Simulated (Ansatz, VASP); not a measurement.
# IrAu in VASP and in Ansatz

```xyz
4
Lattice="2.8160 0.0000 0.0000 -1.4080 2.4387 0.0000 0.0000 0.0000 9.3882" Properties=species:S:1:pos:R:3 pbc="T T T"
Ir    0.0000    1.6258    2.3470
Ir    1.4080    0.8129    7.0411
Au    0.0000    0.0000    0.0000
Au    0.0000    0.0000    4.6941
```

Alike in both runs: functional PBE; k mesh 6 × 6 × 4; occupations gaussian, width 0.1 eV; no spin polarisation.

Ansatz relaxed the structure, and its values are those at the end. VASP's run is a single point on that final structure, the one shown.

```csv
,VASP,Ansatz
version,VASP 6.6.1,Ansatz 0.2.0
potentials or method,"VASP PAW PBE potentials, release 64 (Ir, Au), cutoff 520 eV","scalar-relativistic, plane waves, PAW"
valence electrons in the cell,40,72
```

```csv
,VASP,Ansatz,Ansatz less VASP
gap on the k mesh at the Fermi level (eV),none,none,-
pressure (GPa),-0.1,0.0,+0.13
```

A gap of «none» marks a metal or a gap that the smearing closes. With one functional, cell and mesh, what is left measures potentials, basis and numerics. VASP's potentials hold 40 valence electrons a cell and Ansatz's 72, so a difference there can come from the potentials and not from the codes.

The k mesh is coarse, so the values compare programs but aren't converged. Spin-orbit coupling is off throughout.
